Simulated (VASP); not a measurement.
Write the native input for VASP 6.6.1 that does the following.

- Task: single point
- Functional: PBE
- Potentials or basis: VASP PAW PBE potentials, release 64 (Ba_sv, Au)
- Cutoff: 520 eV
- k mesh: 8 × 8 × 8
- Occupations: gaussian, width 0.05 eV
- Spin: no spin polarisation
- Dipole correction: no
- Further INCAR settings: ALGO = Fast; EDIFF = 1e-07; NBANDS = 30

The structure of BaAu3 lies in POSCAR:

```
BaAu3
1.0
    4.6254113629      0.0000000000      0.0000000000
    0.0000000000      4.6254113629      0.0000000000
    0.0000000000      0.0000000000      4.6254113629
Ba Au
1 3
Direct
    0.0000000000      0.0000000000      0.0000000000
    0.0000000000      0.5000000000      0.5000000000
    0.5000000000      0.5000000000      0.0000000000
    0.5000000000      0.0000000000      0.5000000000
```

This cell differs from its parent crystal: volume scaled by 0.980.

These files were run (other wordings do the same):

INCAR

```
SYSTEM = BaAu3
ALGO = Fast
EDIFF = 1E-7
ENCUT = 520
GGA = PE
ISIF = 2
ISMEAR = 0
LASPH = .True.
LCHARG = .False.
LREAL = .False.
LWAVE = .False.
NBANDS = 30
NELM = 80
PREC = Accurate
SIGMA = 0.05
```

KPOINTS

```
k-points
0
Gamma
  8 8 8
  0 0 0
```

Potentials or basis: VASP PAW PBE potentials, release 64 (Ba_sv, Au).

Run with:

```bash
$ cat potpaw_PBE.64/Ba_sv/POTCAR potpaw_PBE.64/Au/POTCAR > POTCAR
$ mpirun -np 1 vasp_std > vasp.out
```

It gave:

The pressure is 1.7 GPa.

Wall time 51 s on 1 thread of Intel(R) Xeon(R) 6975P-C (Granite Rapids), with other jobs on the host, peak memory 0.25 GiB.
